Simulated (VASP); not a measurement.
The system is Pb.

```
Pb
1.0
     3.03861   -1.75032    0.00000
     3.03861    1.75032    0.00000
    -2.11546    0.00000    6.09522
Pb
2
Direct
  0.09149 0.09149 0.27371
  0.90851 0.90851 0.72629
```

Base run:

```yaml
Program: VASP 6.6.1
Functional: PBE
Dispersion: D4
Potentials_or_basis: VASP PAW PBE potentials, release 64 (Pb_d)
Cutoff: 500 eV
k_mesh: 6 × 6 × 4
Occupations: gaussian, width 0.1 eV
Spin: no spin polarisation
```

Its results: band gap on the k mesh zero (bands 14 and 15 overlap by 7.61 eV); pressure -0.7 GPa; largest force 0.201 eV/Å.

Task: The run is repeated on the same cell with these changes: dispersion from D4 to none; occupations from gaussian, width 0.1 eV to tetrahedron. What comes out?

Result: Band gap on the k mesh zero (bands 14 and 15 overlap by 7.62 eV); pressure 1.9 GPa; largest force 0.034 eV/Å.

Caveats: spin-orbit coupling is left out, which moves the levels of the heavy elements; tetrahedron occupations give inexact forces and stress in metals (at least some runs).
